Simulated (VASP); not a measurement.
Wanted: the native input for a VASP 6.6.1 run.

- Task: relaxation of cell and atoms
- Functional: BLYP
- Potentials or basis: VASP PAW PBE potentials, release 64 (Zr_sv)
- Cutoff: 600 eV
- k mesh: 11 × 11 × 6
- Occupations: fermi-dirac, width 0.1 eV
- Spin: no spin polarisation
- Dipole correction: no
- Further INCAR settings: ALGO = Normal; EDIFF = 1e-07; IBRION = 2; EDIFFG = -0.01; NSW = 80; ISIF = 3

The structure of Zr lies in POSCAR:

```
Zr
1.0
    3.2319982225      0.0000000000      0.0000000000
   -1.6159991112      2.7989925656      0.0000000000
    0.0000000000      0.0000000000      5.1470000000
Zr
2
Direct
    0.3333333333      0.6666666667      0.2500000000
    0.6666666667      0.3333333333      0.7500000000
```

The input as run:

INCAR

```
SYSTEM = Zr
PREC = Accurate
ENCUT = 600
EDIFF = 1E-7
ISMEAR = -1
SIGMA = 0.1
LREAL = .False.
LASPH = .True.
NELM = 60
ALGO = Normal
ISIF = 3
LWAVE = .False.
LCHARG = .False.
GGA = B5
ALDAX = 1.0
AGGAX = 1.0
AGGAC = 1.0
ALDAC = 0.0
IBRION = 2
NSW = 80
EDIFFG = -0.01
```

KPOINTS

```
Automatic mesh
0
Gamma
  11 11 6
  0 0 0
```

Potentials or basis: VASP PAW PBE potentials, release 64 (Zr_sv).

Launch:

```sh
$ cat potpaw_PBE.64/Zr_sv/POTCAR > POTCAR
$ mpirun -np 1 vasp_std > vasp.out
```

It gave:

```json
{
 "Relaxed volume": "24.21 Å³/atom",
 "Relaxed cell": "a = 3.266 Å, b = 3.266 Å, c = 5.239 Å, α = 90.00°, β = 90.00°, γ = 120.00°",
 "Space group after relaxing (to 0.05 Å)": "P6_3/mmc (No. 194)",
 "Energy gained by relaxing": "11.0 meV/atom",
 "Ionic steps": "6",
 "Pressure after relaxing": "0.0 GPa",
 "Band gap on the k mesh": "zero (band 12 reaches 9.87 eV, above the bottom of band 13 at 8.91 eV)"
}
```

Caveat: the PAW data sets were made with another functional, which shifts forces and pressure a little.

It took 2.3 min on 1 thread of Intel(R) Xeon(R) 6975P-C (Granite Rapids), on a shared host, peak memory 0.21 GiB.
